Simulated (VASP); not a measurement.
# KMgF3 (Pm-3m) in VASP: notebook

Aim: see how the results for KMgF3 move with the level of theory and the settings. Levels: LDA, revPBE. Tasks: single point.

Everything below comes from runs of VASP 6.6.1. Logs are shortened: lines on timing, memory, paths and dates and some standing lists are left out, and cuts for length are marked.

**1. The cell of the first run**

The structure is cubic, space group Pm-3m (No. 221). Conventional cell: a = 3.986 Å, b = 3.986 Å, c = 3.986 Å, α = 90.00°, β = 90.00°, γ = 90.00°. K (site symmetry m-3m) has 12 F at 2.82 Å and 8 Mg at 3.45 Å within 3.7 Å. Within 2.6 Å of Mg (site symmetry m-3m) lie 6 F at 1.99 Å. Within 2.6 Å of F (site symmetry 4/mmm) lie 2 Mg at 1.99 Å.

**2. Single point, LDA**

File POSCAR:

```
KMgF3
1.0
    3.9859000000      0.0000000000      0.0000000000
    0.0000000000      3.9859000000      0.0000000000
    0.0000000000      0.0000000000      3.9859000000
K Mg F
1 1 3
Direct
    0.5000000000      0.5000000000      0.5000000000
    0.0000000000      0.0000000000      0.0000000000
    0.0000000000      0.0000000000      0.5000000000
    0.0000000000      0.5000000000      0.0000000000
    0.5000000000      0.0000000000      0.0000000000
```

File INCAR.step1:

```
  PREC = Accurate
  ENCUT = 520
  EDIFF = 1E-7
  ISMEAR = -1
  SIGMA = 0.05
  LREAL = False
  LASPH = True
  NELM = 80
  ALGO = Normal
  ISIF = 2
  LWAVE = False
  LCHARG = True
  GGA = CA
  NBANDS = 24
```

File KPOINTS.step1:

```
regular mesh
0
Gamma
  7 7 7
```

File INCAR.step2:

```
  PREC = Accurate
  ENCUT = 520
  EDIFF = 1E-7
  ISMEAR = -5
  SIGMA = 0.05
  LREAL = False
  LASPH = True
  NELM = 80
  ALGO = Normal
  ISIF = 2
  LWAVE = False
  LCHARG = False
  GGA = CA
  LORBIT = 11
  NBANDS = 24
  NEDOS = 1001
  ICHARG = 11
```

File KPOINTS.step2:

```
regular mesh
0
Gamma
  11 11 11
```

Potentials or basis: VASP PAW LDA potentials, release 64 (K_sv, Mg, F).

On the command line:

```sh
cat potpaw_LDA.64/K_sv/POTCAR potpaw_LDA.64/Mg/POTCAR potpaw_LDA.64/F/POTCAR > POTCAR
cp INCAR.step1 INCAR
cp KPOINTS.step1 KPOINTS
mpirun -np 1 vasp_std > vasp.out
cp INCAR.step2 INCAR
cp KPOINTS.step2 KPOINTS
mpirun -np 1 vasp_std > vasp.out
```

OUTCAR:

```text
PREC = Accurate
   ENCUT = 520
   EDIFF = 1E-7
   ISMEAR = -5
   LREAL = False
   LASPH = True
   NELM = 80
   ISIF = 2
   GGA = CA
   LORBIT = 11
   ICHARG = 11

 ion  position               nearest neighbor table
   1  0.500  0.500  0.500-   3 2.82   4 2.82   5 2.82   4 2.82   5 2.82   3 2.82   5 2.82   5 2.82
                             3 2.82   4 2.82   4 2.82   3 2.82   2 3.45   2 3.45   2 3.45   2 3.45
   2  0.000  0.000  0.000-   3 1.99   4 1.99   5 1.99   3 1.99   4 1.99   5 1.99   1 3.45   1 3.45
                             1 3.45   1 3.45   1 3.45   1 3.45   1 3.45   1 3.45
   3  0.000  0.000  0.500-   2 1.99   2 1.99   1 2.82   1 2.82   1 2.82   1 2.82
   4  0.000  0.500  0.000-   2 1.99   2 1.99   1 2.82   1 2.82   1 2.82   1 2.82
   5  0.500  0.000  0.000-   2 1.99   2 1.99   1 2.82   1 2.82   1 2.82   1 2.82

  LATTYP: Found a simple cubic cell.
 ALAT       =     3.9859000000

  Lattice vectors:

 A1 = (   3.9859000000,   0.0000000000,   0.0000000000)
 A2 = (   0.0000000000,   3.9859000000,   0.0000000000)
 A3 = (   0.0000000000,   0.0000000000,   3.9859000000)

Analysis of symmetry for initial positions (statically):
=====================================================================
 Subroutine PRICEL returns:
 Original cell was already a primitive cell.

 Routine SETGRP: Setting up the symmetry group for a
 simple cubic supercell.

 Subroutine GETGRP returns: Found 48 space group operations
 (whereof 48 operations were pure point group operations)
 out of a pool of 48 trial point group operations.

The static configuration has the point symmetry O_h .

Analysis of symmetry for dynamics (positions and initial velocities):
=====================================================================
 Subroutine PRICEL returns:
 Original cell was already a primitive cell.

 Routine SETGRP: Setting up the symmetry group for a
 simple cubic supercell.

 Subroutine GETGRP returns: Found 48 space group operations
 (whereof 48 operations were pure point group operations)
 out of a pool of 48 trial point group operations.

The dynamic configuration has the point symmetry O_h .

 Subroutine INISYM returns: Found 48 space group operations
 (whereof 48 operations are pure point group operations),
 and found     1 'primitive' translations

----------------------------------------------------------------------------------------

                                     Primitive cell

  volume of cell :      63.3256

  direct lattice vectors                    reciprocal lattice vectors
     3.985900000  0.000000000  0.000000000     0.250884367  0.000000000  0.000000000
     0.000000000  3.985900000  0.000000000     0.000000000  0.250884367  0.000000000
[... 109 lines left out ...]
   EFERMI_NEDOS =   21; number of points for ismear=-14 and -15
   IALGO  =     38    algorithm
   IMIX   =      4    mixing-type and parameters
     AMIX     =   0.40;   BMIX     =  1.00
     AMIX_MAG =   1.60;   BMIX_MAG =  1.00
  volume/ion in A,a.u.               =      12.67        85.47
  Fermi-wavevector in a.u.,A,eV,Ry     =   1.303962  2.464132 23.134232  1.700318
  Thomas-Fermi vector in A             =   2.434930
   LORBIT       =     11    0 simple, 1 ext, 2 COOP (PROOUT), +10 PAW based schemes
   GGA     = CA    functional components
   LHFCALC =     F    Hartree Fock is set to
   AEXX    =    0.0000 exact exchange contribution
   IVDW    =     0    specifies the selected vdW correction
   LEPSILON=     F    determine dielectric tensor
   LRPA    =     F    only Hartree local field effects (RPA)
 non-spin polarized calculation
 Fermi weights with tetrahedron method with Bloechl corrections
  energy-cutoff  :      520.00
  volume of cell :       63.33
 maximum number of plane-waves:      1743
 NGX is ok and might be reduce to    30

 number of electron      31.9999958 magnetization

 Free energy of the ion-electron system (eV)
  ---------------------------------------------------
  ext. energy  EPLUGINS =         0.00000000
  ---------------------------------------------------
  free energy    TOTEN  =       -27.06665824 eV

  energy without entropy =      -27.06665824  energy(sigma->0) =      -27.06665824

 E-fermi :  -1.9977     XC(G=0): -10.4087

 val. band max:       -2.0082595529   @ k =   0.4545   0.4545   0.4545
 cond. band min:       4.9616844191   @ k =   0.0000   0.0000   0.0000
 fundamental gap:      6.9699439720
 Fermi energy:        -1.9977186308

 k-point     1 :       0.0000    0.0000    0.0000
  band No.  band energies     occupation
      1     -27.1661      2.00000
      2     -21.7212      2.00000
      3     -21.0252      2.00000
      4     -21.0252      2.00000
      5     -10.9083      2.00000
      6     -10.9083      2.00000
[... 637 lines left out ...]
     23      11.6406      0.00000
     24      13.8119      0.00000

 [... further k-points ...]

------------------------ aborting loop because EDIFF is reached ----------------------------------------

  FORCE on cell =-STRESS in cart. coord.  units (eV):
  Direction    XX          YY          ZZ          XY          YZ          ZX
  --------------------------------------------------------------------------------------
  -------------------------------------------------------------------------------------
  Total       -2.0680492     -2.0680492     -2.0680492      0.0000000      0.0000000     -0.0000000
  in kB      -52.3229535    -52.3229535    -52.3229535      0.0000000      0.0000000     -0.0000000
  external PRESSURE =     -52.3229535 kB  Pullay stress =       0.0000000 kB

 VOLUME and BASIS-vectors are now :
 -----------------------------------------------------------------------------
  energy-cutoff  :      520.00
  volume of cell :       63.33
      direct lattice vectors                 reciprocal lattice vectors
     3.985900000  0.000000000  0.000000000     0.250884367  0.000000000  0.000000000
     0.000000000  3.985900000  0.000000000     0.000000000  0.250884367  0.000000000
     0.000000000  0.000000000  3.985900000     0.000000000  0.000000000  0.250884367

 POSITION                                       TOTAL-FORCE (eV/Angst)
 -----------------------------------------------------------------------------------
      1.99295      1.99295      1.99295         0.000000      0.000000      0.000000
      0.00000      0.00000      0.00000         0.000000      0.000000      0.000000
      0.00000      0.00000      1.99295         0.000000      0.000000      0.000000
      0.00000      1.99295      0.00000         0.000000      0.000000      0.000000
      1.99295      0.00000      0.00000         0.000000      0.000000      0.000000
 -----------------------------------------------------------------------------------
    total drift:                                0.000000     -0.000000      0.000000

  FREE ENERGIE OF THE ION-ELECTRON SYSTEM (eV)
  ---------------------------------------------------
  free  energy   TOTEN  =       -27.0666582382 eV

  energy  without entropy=      -27.0666582382  energy(sigma->0) =      -27.06665824

 total charge

# of ion       s       p       d       tot
------------------------------------------
    1        1.954   5.568   0.029   7.551
    2        0.132   0.169   0.080   0.381
    3        1.721   4.380   0.000   6.101
    4        1.721   4.380   0.000   6.101
    5        1.721   4.380   0.000   6.101
--------------------------------------------------
tot          7.248  18.878   0.109  26.235
```

OUTCAR.step1:

```text
PREC = Accurate
   ENCUT = 520
   EDIFF = 1E-7
   ISMEAR = -1
   LREAL = False
   LASPH = True
[... 767 lines left out ...]
      0.00000      0.00000      1.99295         0.000000      0.000000      0.000000
      0.00000      1.99295      0.00000         0.000000      0.000000      0.000000
      1.99295      0.00000      0.00000         0.000000      0.000000      0.000000
 -----------------------------------------------------------------------------------
    total drift:                                0.000000     -0.000000      0.000000

  FREE ENERGIE OF THE ION-ELECTRON SYSTEM (eV)
  ---------------------------------------------------
  free  energy   TOTEN  =       -27.0666457424 eV

  energy  without entropy=      -27.0666457424  energy(sigma->0) =      -27.06664574
```

OSZICAR.step1:

```text
N       E                     dE             d eps       ncg     rms          rms(c)
DAV:   1     0.215123642790E+03    0.21512E+03   -0.17205E+04   984   0.128E+03
DAV:   2    -0.174082284212E+02   -0.23253E+03   -0.22184E+03  1216   0.345E+02
DAV:   3    -0.288349125380E+02   -0.11427E+02   -0.11365E+02  1408   0.693E+01
DAV:   4    -0.291918718424E+02   -0.35696E+00   -0.35690E+00  1208   0.831E+00
DAV:   5    -0.291935610767E+02   -0.16892E-02   -0.16892E-02  1280   0.606E-01    0.853E+00
DAV:   6    -0.271564442523E+02    0.20371E+01   -0.65291E+00  1144   0.184E+01    0.397E+00
DAV:   7    -0.271055350651E+02    0.50909E-01   -0.25178E-01  1144   0.276E+00    0.248E+00
DAV:   8    -0.270683005482E+02    0.37235E-01   -0.73630E-02  1200   0.245E+00    0.354E-01
DAV:   9    -0.270666740832E+02    0.16265E-02   -0.15241E-02  1280   0.852E-01    0.125E-01
DAV:  10    -0.270666556809E+02    0.18402E-04   -0.13160E-03  1128   0.217E-01    0.511E-02
DAV:  11    -0.270666453277E+02    0.10353E-04   -0.72933E-05  1248   0.651E-02    0.170E-02
DAV:  12    -0.270666458070E+02   -0.47928E-06   -0.17092E-06  1336   0.854E-03    0.311E-03
DAV:  13    -0.270666457424E+02    0.64587E-07   -0.40516E-07  1168   0.486E-03
   1 F= -.27066646E+02 E0= -.27066646E+02  d E =-.162748E-10
```

It took 74 s on 1 thread of Intel Xeon 8259CL, shared host; peak memory 0.2 GiB.

Results:

- Valence electrons inside the program's atomic spheres: K 7.55; Mg 0.38; F 6.10

Levels at points of the mesh, in eV from the valence-band top:
| k point | band 14 | band 15 | band 16 | band 17 | band 18 | band 19 |
| --- | --- | --- | --- | --- | --- | --- |
| (0.00, 0.00, 0.00) | -0.31 | -0.31 | -0.31 | 6.97 | 9.79 | 9.79 |

**3. Single point, revPBE**

POSCAR is that of step 2.

File INCAR.step1:

```
SYSTEM = KMgF3
PREC = Accurate ; ENCUT = 520
EDIFF = 1E-7 ; ISMEAR = -1
SIGMA = 0.05 ; LREAL = .FALSE.
LASPH = .TRUE. ; NELM = 60
ALGO = Normal ; ISIF = 2
LWAVE = .FALSE. ; LCHARG = .TRUE.
GGA = RE ; NBANDS = 24
```

File KPOINTS.step1:

```
regular mesh
0
G
  7 7 7
  0 0 0
```

File INCAR.step2:

```
SYSTEM = KMgF3
PREC = Accurate ; ENCUT = 520
EDIFF = 1E-7 ; ISMEAR = -5
SIGMA = 0.05 ; LREAL = .FALSE.
LASPH = .TRUE. ; NELM = 60
ALGO = Normal ; ISIF = 2
LWAVE = .FALSE. ; LCHARG = .FALSE.
GGA = RE ; LORBIT = 11
NEDOS = 1001 ; ICHARG = 11
```

File KPOINTS.step2:

```
regular mesh
0
G
  11 11 11
  0 0 0
```

Potentials or basis: VASP PAW PBE potentials, release 64 (K_sv, Mg, F).

On the command line:

```sh
cat potpaw_PBE.64/K_sv/POTCAR potpaw_PBE.64/Mg/POTCAR potpaw_PBE.64/F/POTCAR > POTCAR
cp INCAR.step1 INCAR
cp KPOINTS.step1 KPOINTS
mpirun -np 1 vasp_std > vasp.out
cp INCAR.step2 INCAR
cp KPOINTS.step2 KPOINTS
mpirun -np 1 vasp_std > vasp.out
```

It took 70 s on 1 thread of Intel Xeon 8259CL, shared host; peak memory 0.21 GiB.

It converged, with:

```
Valence electrons inside the program's atomic spheres : K 7.61; Mg 0.36; F 6.16
```

Levels at points of the mesh, in eV from the valence-band top:
```
           k point  band 12  band 13  band 14  band 15  band 16  band 17  band 18  band 19  band 20
(0.00, 0.00, 0.00)    -0.60    -0.60    -0.31    -0.31    -0.31     7.56    10.28    10.28    12.34
```

Caveat: the PAW data sets were made with another functional, which shifts forces and pressure a little.
